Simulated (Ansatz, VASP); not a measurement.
## SnN2F2 in VASP and in Ansatz

The input INCAR:

```
SYSTEM = SnN2F2
PREC     = Accurate       ! precision mode
ENCUT    = 520            ! plane-wave cutoff, eV
EDIFF    = 1E-7           ! SCF threshold, eV
ISMEAR   = 0              ! smearing method
SIGMA    = 0.01           ! smearing width, eV
LREAL    = .FALSE.        ! projectors in reciprocal space
LASPH    = .TRUE.         ! aspherical terms in the spheres
NELM     = 60             ! most SCF steps
ALGO     = Normal         ! electronic algorithm
ISIF     = 2              ! what is computed and relaxed
LWAVE    = .FALSE.        ! write WAVECAR
LCHARG   = .FALSE.        ! write CHGCAR
NBANDS   = 27             ! bands
```

File KPOINTS:

```
Automatic mesh
0
G
  6 6 6
  0 0 0
```

Contents of POSCAR:

```
SnN2F2
1.0
    4.3970390000     -2.6470130000      0.0000000000
    4.3970390000      2.6470130000      0.0000000000
   -1.2529480000      0.0000000000      3.5211200000
Sn N F
1 2 2
Direct
    0.0000000000      0.0000000000      0.0000000000
    0.5380060000      0.5380060000      0.9060690000
    0.4619940000      0.4619940000      0.0939310000
    0.8276440000      0.8276440000      0.3634710000
    0.1723560000      0.1723560000      0.6365290000
```

Input for Ansatz:

```yaml
crystal:
  lattice:
    - [4.397039, -2.647013, 0.0]
    - [4.397039, 2.647013, 0.0]
    - [-1.252948, 0.0, 3.52112]
  atoms:
    - { symbol: Sn, position: [0.0, 0.0, 0.0] }
    - { symbol: "N", position: [0.538006, 0.538006, 0.906069] }
    - { symbol: "N", position: [0.46199399999999996, 0.46199399999999996, 0.093931] }
    - { symbol: F, position: [0.827644, 0.827644, 0.363471] }
    - { symbol: F, position: [0.172356, 0.172356, 0.636529] }
kpoints:
  mp_grid:
    grid: [6, 6, 6]
hamiltonian:
  xc: lda
scf:
  occupations:
    method: fixed
output:
  stress: true
```

Alike in both runs: task single point; functional LDA; k mesh 6 × 6 × 6; no spin polarisation.

|  | VASP | Ansatz |
| --- | --- | --- |
| version | VASP 6.6.1 | Ansatz 0.2.0 |
| potentials or method | VASP PAW LDA potentials, release 64 (Sn_d, N, F) | plane waves, PAW |
| plane-wave cutoff (eV) | 520 | 420 |
| occupations | gaussian, width 0.01 eV | fixed |
| valence electrons in the cell | 38 | 38 |

Ansatz gave:

```
pressure (GPa)                                                : -0.8
traceless stress, the component that is largest in VASP (GPa) : 12.17
```

What did VASP give for the same quantities?

Pressure (GPa): 0.0; traceless stress, the component that is largest in VASP (GPa): 11.31.

LDA's correlation is that of Perdew and Zunger in VASP and of Perdew and Wang (1992) in Ansatz.

Noted on VASP's run: the standard files for N, O and F lose accuracy on very short bonds.
